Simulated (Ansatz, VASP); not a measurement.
## One calculation of BaS, two programs

Contents of INCAR:

```
SYSTEM = BaS
PREC = Accurate ; ENCUT = 520
EDIFF = 1E-6 ; ISMEAR = -1
SIGMA = 0.02 ; LREAL = .False.
LASPH = .True. ; NELM = 80
ALGO = Normal ; ISIF = 2
LWAVE = .False. ; LCHARG = .False.
GGA = PE ; NBANDS = 15
```

KPOINTS

```
regular mesh
0
Gamma
  8 8 8
  0 0 0
```

The input POSCAR:

```
BaS
1.0
    0.0000000000      3.1830684821      3.1830684821
    3.1830684821      0.0000000000      3.1830684821
    3.1830684821      3.1830684821      0.0000000000
Ba S
1 1
Direct
    0.0000000000      0.0000000000      0.0000000000
    0.5000000000      0.5000000000      0.5000000000
```

Input for Ansatz:

```yaml
crystal:
  lattice:
    - [0.0, 3.1830684821, 3.1830684821]
    - [3.1830684821, 0.0, 3.1830684821]
    - [3.1830684821, 3.1830684821, 0.0]
  atoms:
    - { symbol: Ba, position: [0.0, 0.0, 0.0] }
    - { symbol: S, position: [0.5, 0.5, 0.5] }
kpoints:
  mp_grid: { grid: [8, 8, 8] }
  band_path:
    path:
      - [0.0, 0.0, 0.0]
      - [0.5, 0.0, 0.5]
      - [0.625, 0.25, 0.625]
      - [0.375, 0.375, 0.75]
      - [0.0, 0.0, 0.0]
      - [0.5, 0.5, 0.5]
      - [0.5, 0.25, 0.75]
      - [0.5, 0.0, 0.5]
    npoints: 5
scf:
  occupations: { method: fermi_dirac, width: 0.02 }
hamiltonian:
  xc: pbe
  pseudopotentials: { kind: all_electron, lapw: { basis_error: 0.00025 } }
output:
  forces: true
  stress: true
  eigenvalues: true
```

Change from the starting cell: volume scaled by 0.99.

Alike in both runs: task single point; functional PBE; k mesh 8 × 8 × 8; occupations fermi-dirac, width 0.02 eV; no spin polarisation.

```csv
,VASP,Ansatz
version,VASP 6.6.1,Ansatz 0.2.0
potentials or method,"VASP PAW PBE potentials, release 64 (Ba_sv, S), cutoff 520 eV","all-electron LAPW, scalar-relativistic"
```

|  | VASP | Ansatz | Ansatz less VASP |
| --- | --- | --- | --- |
| gap on the k mesh at the Fermi level (eV) | 2.09 | 2.19 | +0.102 |
| pressure (GPa) | 1.9 | 1.3 | -0.62 |

Ansatz ran all-electron here, and VASP with PAW potentials.

Spin-orbit coupling is off throughout.
